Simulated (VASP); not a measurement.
# Mg (Fd-3m) in VASP: a series of runs

Runs on Mg. Level: LDA. Tasks: single point.

Everything below comes from runs of VASP 6.6.1. Logs are shortened: lines on timing, memory, paths and dates and some standing lists are left out, and cuts for length are marked.

## 1. The cell of the first run

The structure is cubic, space group Fd-3m (No. 227). Conventional cell: a = 5.801 Å, b = 5.801 Å, c = 5.801 Å, α = 90.00°, β = 90.00°, γ = 90.00°. Mg (site symmetry -43m) has 4 Mg at 2.51 Å within 3.3 Å.

This isn't the form of Mg at room conditions, which is hcp.

## 2. Single point, LDA (24.40 Å³/atom)

File INCAR:

```
SYSTEM = Mg
PREC = Accurate
ENCUT = 520
EDIFF = 1E-6
ISMEAR = -1
SIGMA = 0.08
LREAL = .FALSE.
LASPH = .TRUE.
NELM = 100
ALGO = Normal
ISIF = 2
LWAVE = .FALSE.
LCHARG = .FALSE.
NBANDS = 9
```

File KPOINTS:

```
regular mesh
0
G
  12 12 12
  0 0 0
```

File POSCAR:

```
Mg
1.0
    0.0000000000      2.9005745090      2.9005745090
    2.9005745090      0.0000000000      2.9005745090
    2.9005745090      2.9005745090      0.0000000000
Mg
2
Direct
   -0.1250000000     -0.1250000000     -0.1250000000
    0.1250000000      0.1250000000      0.1250000000
```

Potentials or basis: VASP PAW LDA potentials, release 64 (Mg).

Started as:

```
> cat potpaw_LDA.64/Mg/POTCAR > POTCAR
> mpirun -np 1 vasp_std > vasp.out
```

OUTCAR:

```text
SYSTEM = Mg
   PREC = Accurate
   ENCUT = 520
   EDIFF = 1E-6
   ISMEAR = -1
   LREAL = .FALSE.
   LASPH = .TRUE.
   NELM = 100
   ISIF = 2

 ion  position               nearest neighbor table
   1  0.875  0.875  0.875-   2 2.51   2 2.51   2 2.51   2 2.51
   2  0.125  0.125  0.125-   1 2.51   1 2.51   1 2.51   1 2.51

  LATTYP: Found a face centered cubic cell.
 ALAT       =     5.8011490180

  Lattice vectors:

 A1 = (   0.0000000000,   2.9005745090,   2.9005745090)
 A2 = (   2.9005745090,   0.0000000000,   2.9005745090)
 A3 = (   2.9005745090,   2.9005745090,   0.0000000000)

Analysis of symmetry for initial positions (statically):
=====================================================================
 Subroutine PRICEL returns:
 Original cell was already a primitive cell.

 Routine SETGRP: Setting up the symmetry group for a
 face centered cubic supercell.

 Subroutine GETGRP returns: Found 48 space group operations
 (whereof 12 operations were pure point group operations)
 out of a pool of 48 trial point group operations.

The static configuration has the point symmetry D_3d.
 The point group associated with its full space group is O_h .

Analysis of symmetry for dynamics (positions and initial velocities):
=====================================================================
 Subroutine PRICEL returns:
 Original cell was already a primitive cell.

 Routine SETGRP: Setting up the symmetry group for a
 face centered cubic supercell.

 Subroutine GETGRP returns: Found 48 space group operations
 (whereof 12 operations were pure point group operations)
 out of a pool of 48 trial point group operations.

The dynamic configuration has the point symmetry D_3d.
 The point group associated with its full space group is O_h .

 Subroutine INISYM returns: Found 48 space group operations
 (whereof 12 operations are pure point group operations),
 and found     1 'primitive' translations

----------------------------------------------------------------------------------------

                                     Primitive cell

  volume of cell :      48.8070

  direct lattice vectors                    reciprocal lattice vectors
     0.000000000  2.900574509  2.900574509    -0.172379644  0.172379644  0.172379644
     2.900574509  0.000000000  2.900574509     0.172379644 -0.172379644  0.172379644
     2.900574509  2.900574509  0.000000000     0.172379644  0.172379644 -0.172379644

[... 86 lines left out ...]
   NSW    =      0    number of steps for IOM
   IBRION =     -1    ionic relax: 0-MD 1-quasi-New 2-CG
   NFREE  =      0    steps in history (QN), initial steepest desc. (CG)
   ISIF   =      2    stress and relaxation
   ISYM   =      2    0-nonsym 1-usesym 2-fastsym
   POTIM  = 0.5000    time-step for ionic-motion
   TEBEG  =    0.0;   TEEND  =   0.0 temperature during run
   PSTRESS=    0.0 pullay stress
   NELECT =       4.0000    total number of electrons
   NUPDOWN=      -1.0000    fix difference up-down
   EMIN   =  10.00;   EMAX   =-10.00  energy-range for DOS
   EFERMI =   0.00;   METHOD = LEGACY
   ISMEAR =    -1;   SIGMA  =   0.08  broadening in eV -4-tet -1-fermi 0-gaus
   EFERMI_NEDOS =   21; number of points for ismear=-14 and -15
   IALGO  =     38    algorithm
   IMIX   =      4    mixing-type and parameters
     AMIX     =   0.40;   BMIX     =  1.00
     AMIX_MAG =   1.60;   BMIX_MAG =  1.00
  volume/ion in A,a.u.               =      24.40       164.68
  Fermi-wavevector in a.u.,A,eV,Ry     =   0.711106  1.343795  6.880075  0.505671
  Thomas-Fermi vector in A             =   1.798129
   LORBIT       =      0    0 simple, 1 ext, 2 COOP (PROOUT), +10 PAW based schemes
   GGA     = CA    functional components
   LHFCALC =     F    Hartree Fock is set to
   AEXX    =    0.0000 exact exchange contribution
   IVDW    =     0    specifies the selected vdW correction
   LEPSILON=     F    determine dielectric tensor
   LRPA    =     F    only Hartree local field effects (RPA)
 non-spin polarized calculation
  energy-cutoff  :      520.00
  volume of cell :       48.81
 maximum number of plane-waves:      1363
   NGX = 15   NGY = 15   NGZ = 15

 number of electron       4.0000000 magnetization

 Free energy of the ion-electron system (eV)
  ---------------------------------------------------
  ext. energy  EPLUGINS =         0.00000000
  ---------------------------------------------------
  free energy    TOTEN  =        -1.26424030 eV

  energy without entropy =       -1.24156344  energy(sigma->0) =       -1.25290187

 E-fermi :   1.9520     XC(G=0):  -8.3441

 val. band max:        1.8992291279   @ k =  -0.2500   0.2500   0.0000
 cond. band min:       2.0034887087   @ k =  -0.4167   0.3333   0.1667
 fundamental gap:      0.1042595808
 Fermi energy:         1.9519985156

 k-point     1 :       0.0000    0.0000    0.0000
  band No.  band energies     occupation
      1      -4.6436      2.00000
      2       6.5525      0.00000
      3       6.5525      0.00000
      4       6.5525      0.00000
      5       7.4919      0.00000
      6       7.4919      0.00000
      7       7.4919      0.00000
      8      10.6406      0.00000
      9      10.6406      0.00000
[... 265 lines left out ...]
 k-point    24 :      -0.4167    0.1667    0.0000
  band No.  band energies     occupation
      1      -1.6253      2.00000
      2      -0.4583      2.00000
      3       3.3416      0.00000
      4       4.7562      0.00000
      5       6.4361      0.00000
      6       8.4277      0.00000
      7       9.5505      0.00000
      8      11.8179      0.00000
      9      12.2138      0.00000

 [... further k-points ...]

------------------------ aborting loop because EDIFF is reached ----------------------------------------

  FORCE on cell =-STRESS in cart. coord.  units (eV):
  Direction    XX          YY          ZZ          XY          YZ          ZX
  --------------------------------------------------------------------------------------
  -------------------------------------------------------------------------------------
  Total        3.7671052      3.7671052      3.7671052      0.0000000     -0.0000000      0.0000000
  in kB      123.6619964    123.6619964    123.6619964      0.0000000     -0.0000000      0.0000000
  external PRESSURE =     123.6619964 kB  Pullay stress =       0.0000000 kB

 VOLUME and BASIS-vectors are now :
 -----------------------------------------------------------------------------
  energy-cutoff  :      520.00
  volume of cell :       48.81
      direct lattice vectors                 reciprocal lattice vectors
     0.000000000  2.900574509  2.900574509    -0.172379644  0.172379644  0.172379644
     2.900574509  0.000000000  2.900574509     0.172379644 -0.172379644  0.172379644
     2.900574509  2.900574509  0.000000000     0.172379644  0.172379644 -0.172379644

 POSITION                                       TOTAL-FORCE (eV/Angst)
 -----------------------------------------------------------------------------------
      5.07601      5.07601      5.07601        -0.000000     -0.000000      0.000000
      0.72514      0.72514      0.72514         0.000000      0.000000     -0.000000
 -----------------------------------------------------------------------------------
    total drift:                                0.000000      0.000000     -0.000000

  FREE ENERGIE OF THE ION-ELECTRON SYSTEM (eV)
  ---------------------------------------------------
  free  energy   TOTEN  =        -1.2642403045 eV

  energy  without entropy=       -1.2415634430  energy(sigma->0) =       -1.25290187
```

stdout:

```text
POSCAR found type information on POSCAR Mg
 POSCAR found :  1 types and       2 ions
 scaLAPACK will be used
 LDA part: xc-table for (Slater(with rela. corr.)+CA(PZ))
 , standard interpolation
 POSCAR, INCAR and KPOINTS ok, starting setup
 FFT: planning ... GRIDC
 FFT: planning ... GRID_SOFT
 FFT: planning ... GRID
 WAVECAR not read
 entering main loop
```

It took 18 s on 1 thread of AMD EPYC 7R43 (Zen 3), shared host; peak memory 0.13 GiB.

What came out:

```yaml
Free_energy: -1.2642 eV
Pressure: 12.4 GPa
Band_gap_on_the_k_mesh: zero (bands 2 and 3 overlap by 5.65 eV)
```

Caveat: the cell stands under pressure.

## 3. Single point, LDA (28.16 Å³/atom)

This run uses another cell than the first one, of 28.16 Å³/atom.

File INCAR:

```
SYSTEM = Mg
PREC = Accurate ; ENCUT = 520
EDIFF = 1E-6 ; ISMEAR = -1
SIGMA = 0.08 ; LREAL = .False.
LASPH = .True. ; NELM = 60
ALGO = Normal ; ISIF = 2
LWAVE = .False. ; LCHARG = .False.
NBANDS = 9
```

File KPOINTS:

```
Automatic mesh
0
Gamma
  12 12 12
  0 0 0
```

File POSCAR:

```
Mg
1.0
    0.0000000000      3.0422856916      3.0422856916
    3.0422856916      0.0000000000      3.0422856916
    3.0422856916      3.0422856916      0.0000000000
Mg
2
Direct
   -0.1250000000     -0.1250000000     -0.1250000000
    0.1250000000      0.1250000000      0.1250000000
```

Potentials or basis: VASP PAW LDA potentials, release 64 (Mg).

Started as:

```
> cat potpaw_LDA.64/Mg/POTCAR > POTCAR
> mpirun -np 1 vasp_std > vasp.out
```

OUTCAR:

```text
SYSTEM = Mg
   PREC = Accurate
   ENCUT = 520
   EDIFF = 1E-6
   ISMEAR = -1
   LREAL = .False.
   LASPH = .True.
   NELM = 60
   ISIF = 2

 ion  position               nearest neighbor table
   1  0.875  0.875  0.875-   2 2.63   2 2.63   2 2.63   2 2.63
   2  0.125  0.125  0.125-   1 2.63   1 2.63   1 2.63   1 2.63

  LATTYP: Found a face centered cubic cell.
 ALAT       =     6.0845713832

  Lattice vectors:

 A1 = (   0.0000000000,   3.0422856916,   3.0422856916)
 A2 = (   3.0422856916,   0.0000000000,   3.0422856916)
 A3 = (   3.0422856916,   3.0422856916,   0.0000000000)

Analysis of symmetry for initial positions (statically):
=====================================================================
 Subroutine PRICEL returns:
 Original cell was already a primitive cell.

 Routine SETGRP: Setting up the symmetry group for a
 face centered cubic supercell.

 Subroutine GETGRP returns: Found 48 space group operations
 (whereof 12 operations were pure point group operations)
 out of a pool of 48 trial point group operations.

The static configuration has the point symmetry D_3d.
 The point group associated with its full space group is O_h .

Analysis of symmetry for dynamics (positions and initial velocities):
=====================================================================
 Subroutine PRICEL returns:
 Original cell was already a primitive cell.

 Routine SETGRP: Setting up the symmetry group for a
 face centered cubic supercell.

 Subroutine GETGRP returns: Found 48 space group operations
 (whereof 12 operations were pure point group operations)
 out of a pool of 48 trial point group operations.

The dynamic configuration has the point symmetry D_3d.
 The point group associated with its full space group is O_h .

 Subroutine INISYM returns: Found 48 space group operations
 (whereof 12 operations are pure point group operations),
 and found     1 'primitive' translations

[... 118 lines left out ...]
   LORBIT       =      0    0 simple, 1 ext, 2 COOP (PROOUT), +10 PAW based schemes
   GGA     = CA    functional components
   LHFCALC =     F    Hartree Fock is set to
   AEXX    =    0.0000 exact exchange contribution
   IVDW    =     0    specifies the selected vdW correction
   LEPSILON=     F    determine dielectric tensor
   LRPA    =     F    only Hartree local field effects (RPA)
 non-spin polarized calculation
  energy-cutoff  :      520.00
  volume of cell :       56.32
 maximum number of plane-waves:      1540
   NGX = 15   NGY = 15   NGZ = 15

 number of electron       4.0000000 magnetization

 Free energy of the ion-electron system (eV)
  ---------------------------------------------------
  ext. energy  EPLUGINS =         0.00000000
  ---------------------------------------------------
  free energy    TOTEN  =        -1.68755701 eV

  energy without entropy =       -1.66235308  energy(sigma->0) =       -1.67495505

 E-fermi :   1.2665     XC(G=0):  -7.8853

 val. band max:        1.2616512260   @ k =  -0.2500   0.2500   0.0000
 cond. band min:       1.2704984781   @ k =   0.5000   0.3333   0.0000
 fundamental gap:      0.0088472522
 Fermi energy:         1.2665316206

 k-point     1 :       0.0000    0.0000    0.0000
  band No.  band energies     occupation
      1      -4.7899      2.00000
      2       5.4123      0.00000
      3       5.4123      0.00000
      4       5.4123      0.00000
      5       6.4127      0.00000
      6       6.4127      0.00000
      7       6.4127      0.00000
      8       9.5118      0.00000
      9       9.5119      0.00000
[... 265 lines left out ...]
 k-point    24 :      -0.4167    0.1667    0.0000
  band No.  band energies     occupation
      1      -2.1385      2.00000
      2      -0.8847      2.00000
      3       2.4878      0.00000
      4       3.7957      0.00000
      5       5.5078      0.00000
      6       7.3602      0.00000
      7       8.1391      0.00000
      8      10.4698      0.00000
      9      10.8073      0.00000

 [... further k-points ...]

------------------------ aborting loop because EDIFF is reached ----------------------------------------

  FORCE on cell =-STRESS in cart. coord.  units (eV):
  Direction    XX          YY          ZZ          XY          YZ          ZX
  --------------------------------------------------------------------------------------
  -------------------------------------------------------------------------------------
  Total        2.2000226      2.2000226      2.2000226     -0.0000000      0.0000000      0.0000000
  in kB       62.5904016     62.5904016     62.5904016     -0.0000000      0.0000000      0.0000000
  external PRESSURE =      62.5904016 kB  Pullay stress =       0.0000000 kB

 VOLUME and BASIS-vectors are now :
 -----------------------------------------------------------------------------
  energy-cutoff  :      520.00
  volume of cell :       56.32
      direct lattice vectors                 reciprocal lattice vectors
     0.000000000  3.042285692  3.042285692    -0.164350114  0.164350114  0.164350114
     3.042285692  0.000000000  3.042285692     0.164350114 -0.164350114  0.164350114
     3.042285692  3.042285692  0.000000000     0.164350114  0.164350114 -0.164350114

 POSITION                                       TOTAL-FORCE (eV/Angst)
 -----------------------------------------------------------------------------------
      5.32400      5.32400      5.32400         0.000000      0.000000      0.000000
      0.76057      0.76057      0.76057        -0.000000     -0.000000     -0.000000
 -----------------------------------------------------------------------------------
    total drift:                                0.000000      0.000000     -0.000000

  FREE ENERGIE OF THE ION-ELECTRON SYSTEM (eV)
  ---------------------------------------------------
  free  energy   TOTEN  =        -1.6875570148 eV

  energy  without entropy=       -1.6623530833  energy(sigma->0) =       -1.67495505
```

stdout:

```text
POSCAR found type information on POSCAR Mg
 POSCAR found :  1 types and       2 ions
 scaLAPACK will be used
 LDA part: xc-table for (Slater(with rela. corr.)+CA(PZ))
 , standard interpolation
 POSCAR, INCAR and KPOINTS ok, starting setup
 FFT: planning ... GRIDC
 FFT: planning ... GRID_SOFT
 FFT: planning ... GRID
 WAVECAR not read
 entering main loop
```

Wall time 18 s (1 thread of AMD EPYC 7R43 (Zen 3), shared host); peak memory 0.14 GiB.

What came out:

```yaml
Free_energy: -1.6876 eV
Pressure: 6.3 GPa
Band_gap_on_the_k_mesh: zero (bands 2 and 3 overlap by 5.00 eV)
```

Caveat: the cell stands under pressure.

## 4. Single point, LDA (31.91 Å³/atom)

This run uses another cell than the first one, of 31.91 Å³/atom.

File INCAR:

```
SYSTEM = Mg
  ALGO = Normal
  EDIFF = 1E-7
  ENCUT = 520
  GGA = CA
  ISIF = 2
  ISMEAR = -1
  LASPH = .TRUE.
  LCHARG = .FALSE.
  LREAL = .FALSE.
  LWAVE = .FALSE.
  NBANDS = 9
  NELM = 100
  PREC = Accurate
  SIGMA = 0.08
```

File KPOINTS:

```
k-points
0
G
  12 12 12
  0 0 0
```

File POSCAR:

```
Mg
1.0
    0.0000000000      3.1718980188      3.1718980188
    3.1718980188      0.0000000000      3.1718980188
    3.1718980188      3.1718980188      0.0000000000
Mg
2
Direct
   -0.1250000000     -0.1250000000     -0.1250000000
    0.1250000000      0.1250000000      0.1250000000
```

Started as:

```
> cat potpaw_LDA.64/Mg/POTCAR > POTCAR
> mpirun -np 1 vasp_std > vasp.out
```

Run time: 30 s. Hardware: 1 thread of AMD EPYC 7R43 (Zen 3), shared host; peak memory 0.15 GiB.

It converged, with:

```yaml
Free_energy: -1.8906 eV
Pressure: 2.7 GPa
Band_gap_on_the_k_mesh: zero (bands 2 and 3 overlap by 4.47 eV)
```

Levels at points of the mesh, in eV from the Fermi level:
| k point | band 1 | band 2 | band 3 | band 4 | band 5 |
| --- | --- | --- | --- | --- | --- |
| (0.00, 0.00, 0.00) | -5.64 | 3.77 | 3.77 | 3.77 | 4.81 |
| (0.50, 0.00, 0.00) | -3.47 | -2.27 | 2.79 | 2.79 | 4.76 |
| (0.50, 0.50, 0.00) | -2.17 | -2.17 | 1.12 | 1.12 | 2.62 |

## 5. Single point, LDA (31.91 Å³/atom)

This run uses another cell than the first one, of 31.91 Å³/atom.

File INCAR:

```
SYSTEM = Mg
ALGO = Normal
EDIFF = 1E-6
ENCUT = 520
ISIF = 2
ISMEAR = -1
LASPH = .TRUE.
LCHARG = .FALSE.
LREAL = .FALSE.
LWAVE = .FALSE.
NBANDS = 9
NELM = 80
PREC = Accurate
SIGMA = 0.08
```

KPOINTS is that of step 4.

POSCAR is that of step 4.

Started as:

```
> cat potpaw_LDA.64/Mg/POTCAR > POTCAR
> mpirun -np 1 vasp_std > vasp.out
```

Wall time 28 s (1 thread of AMD EPYC 7R43 (Zen 3), shared host); peak memory 0.15 GiB.

Results (log left out):

| Property | Result |
| --- | --- |
| Free energy | -1.8906 eV |
| Pressure | 2.7 GPa |
| Band gap on the k mesh | zero (bands 2 and 3 overlap by 4.47 eV) |

Levels at points of the mesh, in eV from the Fermi level:
```tsv
k point	band 1	band 2	band 3	band 4	band 5	band 6	band 7
(0.00, 0.00, 0.00)	-5.64	3.77	3.77	3.77	4.81	4.81	4.81
(0.50, 0.00, 0.00)	-3.47	-2.27	2.79	2.79	4.76	4.76	4.76
(0.50, 0.50, 0.00)	-2.17	-2.17	1.12	1.12	2.62	2.62	10.82
```

## 6. Overview

```csv
cell,gap on the mesh (eV),pressure (GPa)
"a = 4.102 Å, angles 60.0°, 2 atoms",none,12.4
"a = 4.302 Å, angles 60.0°, 2 atoms",none,6.3
"a = 4.486 Å, angles 60.0°, 2 atoms",none,2.7
```

Alike in all rows: task single point; level LDA; potentials or basis VASP PAW LDA potentials, release 64 (Mg); no spin polarisation; k mesh 12 × 12 × 12; cutoff (eV) 520; smearing fermi-dirac 0.08 eV.

Caveats: the cell stands under pressure (at least some runs).

Absolute energies hang on the potentials; compare differences alone.
